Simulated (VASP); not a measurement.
# Cd7Se8 (a cell with a defect) in VASP: single point with PBE

Aim: the single point of Cd7Se8 (a cell with a defect) with PBE.

Program: VASP 6.6.1. These are calculated values, not measurements. Logs are shortened: lines on timing, memory, paths and dates and some standing lists are left out, and cuts for length are marked.

### Step 1. The cell of the first run

The cell holds a defect, 15 atoms: a = 8.654 Å, b = 8.654 Å, c = 7.064 Å, α = 90.00°, β = 90.00°, γ = 120.00°.

### Step 2. Single point, PBE

Input file INCAR:

```
SYSTEM = Cd7Se8
PREC = Accurate
ENCUT = 520
EDIFF = 1E-7
ISMEAR = 1
SIGMA = 0.15
LREAL = Auto
LASPH = .True.
NELM = 60
ALGO = Normal
ISIF = 2
LWAVE = .False.
LCHARG = .False.
GGA = PE
NBANDS = 79
```

Input file KPOINTS:

```
regular mesh
0
Gamma
  2 2 2
  0 0 0
```

Input file POSCAR:

```
Cd7Se8
1.0
    8.6536303400     -0.0000005800      0.0000000000
   -4.3268146700      7.4942640000      0.0000000000
    0.0000000000      0.0000000000      7.0637770000
Cd Se
7 8
Direct
    0.3390229248      0.1774159806      0.4968817674
    0.1671357160      0.8339298024      0.0008966874
    0.3388176071      0.6621911366      0.4970785459
    0.6737498688      0.3271645342      0.0140845330
    1.1538100175      0.3272075376      0.0142088291
    0.6736609185      0.8470149158      0.0143688001
    0.8235452645      0.6619967588      0.4971239891
    0.1456524634      0.3231346113      0.3888370202
    0.3359910287      0.1716172789      0.8801340982
    0.1670409886      0.8338681553      0.3808039240
    0.3359284584      0.6650002181      0.8802874156
    0.6780372425      0.3230068214      0.3887380646
    0.8337264260      0.1670294086      0.8487043122
    0.6778921120      0.8554112042      0.3889683947
    0.8293639028      0.6649757042      0.8803007230
```

Potentials or basis: VASP PAW PBE potentials, release 64 (Cd, Se).

Run with:

```console
> cat potpaw_PBE.64/Cd/POTCAR potpaw_PBE.64/Se/POTCAR > POTCAR
> mpirun -np 1 vasp_std > vasp.out
```

OUTCAR:

```text
SYSTEM = Cd7Se8
   PREC = Accurate
   ENCUT = 520
   EDIFF = 1E-7
   ISMEAR = 1
   LREAL = Auto
   LASPH = .True.
   NELM = 60
   ISIF = 2
   GGA = PE

 ion  position               nearest neighbor table
   1  0.339  0.177  0.497-  12 2.66   8 2.66  10 2.70   9 2.71
   2  0.167  0.834  0.001-  11 2.67   9 2.67  15 2.67  10 2.68
   3  0.339  0.662  0.497-  14 2.66   8 2.66  10 2.70  11 2.71
   4  0.674  0.327  0.014-  12 2.65  13 2.67  15 2.70   9 2.70
   5  0.154  0.327  0.014-   8 2.65  13 2.67  11 2.70   9 2.71
   6  0.674  0.847  0.014-  14 2.65  13 2.67  11 2.70  15 2.70
   7  0.824  0.662  0.497-  12 2.66  14 2.66  10 2.70  15 2.71
   8  0.146  0.323  0.389-   5 2.65   1 2.66   3 2.66
   9  0.336  0.172  0.880-   2 2.67   4 2.70   5 2.71   1 2.71
  10  0.167  0.834  0.381-   2 2.68   3 2.70   1 2.70   7 2.70
  11  0.336  0.665  0.880-   2 2.67   6 2.70   5 2.70   3 2.71
  12  0.678  0.323  0.389-   4 2.65   1 2.66   7 2.66
  13  0.834  0.167  0.849-   4 2.67   5 2.67   6 2.67
  14  0.678  0.855  0.389-   6 2.65   3 2.66   7 2.66
  15  0.829  0.665  0.880-   2 2.67   4 2.70   6 2.70   7 2.71

  LATTYP: Found a hexagonal cell.
 ALAT       =     8.6536303400
 C/A-ratio  =     0.8162790323

  Lattice vectors:

 A1 = (   8.6536303400,  -0.0000005800,   0.0000000000)
 A2 = (  -4.3268146700,   7.4942640000,   0.0000000000)
 A3 = (   0.0000000000,   0.0000000000,   7.0637770000)

Analysis of symmetry for initial positions (statically):
=====================================================================
 Subroutine PRICEL returns:
 Original cell was already a primitive cell.

 Routine SETGRP: Setting up the symmetry group for a
 hexagonal supercell.

 Subroutine GETGRP returns: Found  1 space group operations
 (whereof  1 operations were pure point group operations)
 out of a pool of 24 trial point group operations.

The static configuration has the point symmetry C_1 .

Analysis of symmetry for dynamics (positions and initial velocities):
=====================================================================
 Subroutine PRICEL returns:
 Original cell was already a primitive cell.

 Routine SETGRP: Setting up the symmetry group for a
 hexagonal supercell.

 Subroutine GETGRP returns: Found  1 space group operations
 (whereof  1 operations were pure point group operations)
 out of a pool of 24 trial point group operations.
[... 124 lines left out ...]
   EFERMI =   0.00;   METHOD = LEGACY
   ISMEAR =     1;   SIGMA  =   0.15  broadening in eV -4-tet -1-fermi 0-gaus
   EFERMI_NEDOS =   21; number of points for ismear=-14 and -15
   IALGO  =     38    algorithm
   IMIX   =      4    mixing-type and parameters
     AMIX     =   0.40;   BMIX     =  1.00
     AMIX_MAG =   1.60;   BMIX_MAG =  1.00
  volume/ion in A,a.u.               =      30.54       206.10
  Fermi-wavevector in a.u.,A,eV,Ry     =   1.081296  2.043354 15.907954  1.169202
  Thomas-Fermi vector in A             =   2.217309
   LORBIT       =      0    0 simple, 1 ext, 2 COOP (PROOUT), +10 PAW based schemes
   GGA     = PE    functional components
   LHFCALC =     F    Hartree Fock is set to
   AEXX    =    0.0000 exact exchange contribution
   IVDW    =     0    specifies the selected vdW correction
   LEPSILON=     F    determine dielectric tensor
   LRPA    =     F    only Hartree local field effects (RPA)
 non-spin polarized calculation
 Methfessel and Paxton  Order N= 1 SIGMA  =   0.15
  energy-cutoff  :      520.00
  volume of cell :      458.10
 maximum number of plane-waves:     12360
   NGX = 33   NGY = 33   NGZ = 27

 number of electron     131.9999980 magnetization

 Free energy of the ion-electron system (eV)
  ---------------------------------------------------
  ext. energy  EPLUGINS =         0.00000000
  ---------------------------------------------------
  free energy    TOTEN  =       -39.90245950 eV

  energy without entropy =      -39.89194805  energy(sigma->0) =      -39.89895569

 E-fermi :   0.1674     XC(G=0):  -8.5214

 val. band max:        0.1456417980   @ k =   0.5000   0.0000   0.0000
 cond. band min:       0.1864870471   @ k =   0.0000   0.0000   0.5000
 fundamental gap:      0.0408452491
 Fermi energy:         0.1673750144

 k-point     1 :       0.0000    0.0000    0.0000
  band No.  band energies     occupation
      1     -11.9402      2.00000
      2     -11.6225      2.00000
      3     -11.6221      2.00000
      4     -11.6014      2.00000
      5     -11.5680      2.00000
      6     -11.4545      2.00000
[... 637 lines left out ...]
     77       5.3533      0.00000
     78       5.4454      0.00000
 [bands above 78 left out]

------------------------ aborting loop because EDIFF is reached ----------------------------------------

  FORCE on cell =-STRESS in cart. coord.  units (eV):
  Direction    XX          YY          ZZ          XY          YZ          ZX
  --------------------------------------------------------------------------------------
  -------------------------------------------------------------------------------------
  Total       -1.2276627     -1.2373639     -0.9271168      0.0021674     -0.0055720     -0.0011450
  in kB       -4.2936371     -4.3275662     -3.2425055      0.0075802     -0.0194875     -0.0040047
  external PRESSURE =      -3.9545696 kB  Pullay stress =       0.0000000 kB

 VOLUME and BASIS-vectors are now :
 -----------------------------------------------------------------------------
  energy-cutoff  :      520.00
  volume of cell :      458.10
      direct lattice vectors                 reciprocal lattice vectors
     8.653630340 -0.000000580  0.000000000     0.115558442  0.066717687  0.000000000
    -4.326814670  7.494264000  0.000000000     0.000000009  0.133435390  0.000000000
     0.000000000  0.000000000  7.063777000     0.000000000  0.000000000  0.141567323

 POSITION                                       TOTAL-FORCE (eV/Angst)
 -----------------------------------------------------------------------------------
      2.16613      1.32960      3.50986        -0.000528     -0.011651      0.002496
     -2.16193      6.24969      0.00633        -0.000151     -0.000734     -0.004284
      0.06682      4.96263      3.51125        -0.008730      0.003652      0.001620
      4.41480      2.45186      0.09949         0.007373     -0.005041     -0.001754
     -0.08475      2.45218      0.10037        -0.006755     -0.005158     -0.002885
      2.16474      6.34775      0.10150         0.000214      0.008869     -0.003898
      4.26232      4.96118      3.51157         0.009271      0.004935      0.000932
     -0.13772      2.42166      2.74666        -0.011139     -0.006711      0.005953
      2.16499      1.28615      6.21707         0.000712     -0.005608      0.005209
     -2.16248      6.24923      2.68991         0.000418      0.000562      0.012833
      0.02967      4.98369      6.21815        -0.000925      0.002953      0.003659
      4.46989      2.42070      2.74596         0.010611     -0.003470      0.009364
      6.49205      1.25176      5.99506        -0.000159      0.001765     -0.038529
      2.16502      6.41068      2.74759        -0.000717      0.014048      0.006422
      4.29978      4.98350      6.21825         0.000503      0.001590      0.002862
 -----------------------------------------------------------------------------------
    total drift:                               -0.004283      0.005256      0.001106

  FREE ENERGIE OF THE ION-ELECTRON SYSTEM (eV)
  ---------------------------------------------------
  free  energy   TOTEN  =       -39.9024595025 eV

  energy  without entropy=      -39.8919480531  energy(sigma->0) =      -39.89895569
```

OSZICAR:

```text
N       E                     dE             d eps       ncg     rms          rms(c)
DAV:   1     0.927936009255E+03    0.92794E+03   -0.61193E+04  1264   0.149E+03
DAV:   2     0.247900651946E+02   -0.90315E+03   -0.87903E+03  1408   0.355E+02
DAV:   3    -0.413365581472E+02   -0.66127E+02   -0.65284E+02  1432   0.915E+01
[... 10 lines left out ...]
DAV:  14    -0.399024535110E+02    0.83742E-05   -0.25488E-05  1496   0.252E-02    0.117E-02
DAV:  15    -0.399024584624E+02   -0.49514E-05   -0.20884E-05  1376   0.129E-02    0.377E-03
DAV:  16    -0.399024590523E+02   -0.58993E-06   -0.13770E-06  1392   0.478E-03    0.203E-03
DAV:  17    -0.399024593391E+02   -0.28678E-06   -0.57036E-07  1088   0.223E-03    0.129E-03
DAV:  18    -0.399024595166E+02   -0.17751E-06   -0.15647E-07  1048   0.136E-03    0.375E-04
DAV:  19    -0.399024595025E+02    0.14150E-07   -0.13823E-08   800   0.487E-04
   1 F= -.39902460E+02 E0= -.39898956E+02  d E =-.105114E-01
```

stdout:

```text
POSCAR found type information on POSCAR CdSe
 POSCAR found :  2 types and      15 ions
 scaLAPACK will be used
 LDA part: xc-table for (Slater+PW92), standard interpolation
 POSCAR, INCAR and KPOINTS ok, starting setup
 FFT: planning ... GRIDC
 FFT: planning ... GRID_SOFT
 FFT: planning ... GRID
 WAVECAR not read
 entering main loop
```

It took 4.6 min on 1 thread of Intel Xeon 6975P-C (Granite Rapids), shared host; peak memory 0.57 GiB.

What came out:

```
Free energy            : -39.9025 eV
Pressure               : -0.4 GPa
Largest force          : 0.039 eV/Å
Band gap on the k mesh : zero (bands 66 and 67 overlap by 0.52 eV)
```

Forces in eV/Å, atoms in the order of the input:
```
Cd  -0.001 -0.012  0.002
Cd   0.000 -0.001 -0.004
Cd  -0.009  0.004  0.002
Cd   0.007 -0.005 -0.002
Cd  -0.007 -0.005 -0.003
Cd   0.000  0.009 -0.004
Cd   0.009  0.005  0.001
Se  -0.011 -0.007  0.006
Se   0.001 -0.006  0.005
Se   0.000  0.001  0.013
Se  -0.001  0.003  0.004
Se   0.011 -0.003  0.009
Se   0.000  0.002 -0.039
Se  -0.001  0.014  0.006
Se   0.001  0.002  0.003
```

Stress tensor (GPa, compression positive):
```
-0.43  0.00  0.00
 0.00 -0.43  0.00
 0.00  0.00 -0.32
```

Caveat: the k points lie up to 0.44 Å⁻¹ apart, too coarse for converged energies and pressures of a metal.
